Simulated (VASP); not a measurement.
Input of a VASP 6.6.1 run:

POSCAR

```
AlNi
1.0
    1.9386940000     -1.9531900000      0.0000000000
    1.9386940000      1.9531900000      0.0000000000
    0.0000000000      0.0000000000      3.0994300000
Al Ni
1 1
Direct
    0.0000000000      0.0000000000      0.0000000000
    0.5000000000      0.5000000000      0.5000000000
```

The input INCAR.step1:

```
PREC = Accurate ; ENCUT = 520
ISMEAR = -1 ; SIGMA = 0.15
LREAL = F ; LASPH = T
NELM = 150 ; ISPIN = 2
MAGMOM = 0 1 ; LMAXMIX = 4
NBANDS = 18 ; GGA = PE
ALGO = Normal ; EDIFF = 1E-4
LWAVE = T ; LCHARG = F
```

INCAR.step2

```
PREC = Accurate ; ENCUT = 520
EDIFF = 1E-6 ; ISMEAR = -1
SIGMA = 0.15 ; LREAL = F
LASPH = T ; NELM = 150
ALGO = Normal ; ISIF = 2
LWAVE = F ; LCHARG = F
ISPIN = 2 ; MAGMOM = 0 1
LORBIT = 11 ; LMAXMIX = 4
METAGGA = R2SCAN ; LMIXTAU = T
NBANDS = 18 ; ISTART = 1
```

File KPOINTS:

```
regular mesh
0
Gamma
  10 10 9
```

Potentials or basis: VASP PAW PBE potentials, release 64 (Al, Ni).

Launch:

```bash
$ cat potpaw_PBE.64/Al/POTCAR potpaw_PBE.64/Ni/POTCAR > POTCAR
$ cp INCAR.step1 INCAR
$ mpirun -np 1 vasp_std > vasp.out
$ cp INCAR.step2 INCAR
$ mpirun -np 1 vasp_std > vasp.out
```

(1) What does it give for the pressure?

(2) Predict the net moment.

Answers

(1) 0.6 GPa.

(2) 0.00 μB per cell.

Caveat: the PAW data sets were made with another functional, which shifts forces and pressure a little.
